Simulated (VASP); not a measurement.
GaP (rocksalt type), 2 atoms in the cell. It takes space group Fm-3m (No. 225, cubic). The conventional cell has a = 4.447 Å, b = 4.447 Å, c = 4.447 Å, α = 90.00°, β = 90.00°, γ = 90.00°. Within 2.9 Å of Ga (site symmetry m-3m) lie 6 P at 2.22 Å. Within 2.9 Å of P (site symmetry m-3m) lie 6 Ga at 2.22 Å. 

```yaml
Program: VASP 6.6.1
Task: single point
Functional: PBE
Potentials_or_basis: VASP PAW PBE potentials, release 64 (Ga_d, P)
Cutoff: 520 eV
k_mesh: 14 × 14 × 14
Occupations: fermi-dirac, width 0.1 eV
Spin: no spin polarisation
Dipole_correction: no
Further_INCAR_settings: ALGO = Normal; EDIFF = 1e-06; NBANDS = 16
```

Potentials or basis: VASP PAW PBE potentials, release 64 (Ga_d, P).

Run with:

```console
$ cat potpaw_PBE.64/Ga_d/POTCAR potpaw_PBE.64/P/POTCAR > POTCAR
$ mpirun -np 1 vasp_std > vasp.out
```

Hardware: 1 thread of AMD EPYC 7R13, with other jobs on the host.

Task: Estimate the wall time of this run.

Result: It took 39 s on 1 thread of AMD EPYC 7R13 (shared host), peak memory 0.13 GiB. Counts: scf iterations 12, k points 104.
